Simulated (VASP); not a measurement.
A run of VASP 6.6.1:

Contents of INCAR:

```
SYSTEM = Si
ALGO = Normal
EDIFF = 1E-6
ENCUT = 500
GGA = PE
GGA_COMPAT = .False.
ISIF = 2
ISMEAR = -1
LASPH = .True.
LCHARG = .True.
LELF = .True.
LREAL = .False.
LVHAR = .True.
LWAVE = .False.
NBANDS = 26
NELM = 120
PREC = Accurate
SIGMA = 0.01
```

The input KPOINTS:

```
k-points
0
Gamma
  3 3 3
  0 0 0
```

File POSCAR:

```
Si
1.0
    5.4697269700      0.0000000000      0.0000000000
    0.0000000000      5.4697269700      0.0000000000
    0.0000000000      0.0000000000      5.4697269700
Si
8
Direct
    0.2500000000      0.2500000000      0.7500000000
    0.2500000000      0.7500000000      0.2500000000
    0.7500000000      0.2500000000      0.2500000000
    0.7500000000      0.7500000000      0.7500000000
    0.0000000000      0.0000000000      0.5000000000
    0.0000000000      0.5000000000      0.0000000000
    0.5000000000      0.0000000000      0.0000000000
    0.5000000000      0.5000000000      0.5000000000
```

Potentials or basis: VASP PAW PBE potentials, release 64 (Si).

The run is started by

```console
$ cat potpaw_PBE.64/Si/POTCAR > POTCAR
$ mpirun -np 1 vasp_std > vasp.out
```

Hardware: 1 thread of Intel(R) Xeon(R) Platinum 8259CL CPU @ 2.50GHz (Skylake/Cascade Lake), on a shared host.

Problem. How long does it take, and how much memory?

Solution. Run time: 17 s on 1 thread of Intel(R) Xeon(R) Platinum 8259CL CPU @ 2.50GHz (Skylake/Cascade Lake), on a shared host, peak memory 0.22 GiB. Counts: scf iterations 11, k points 4.
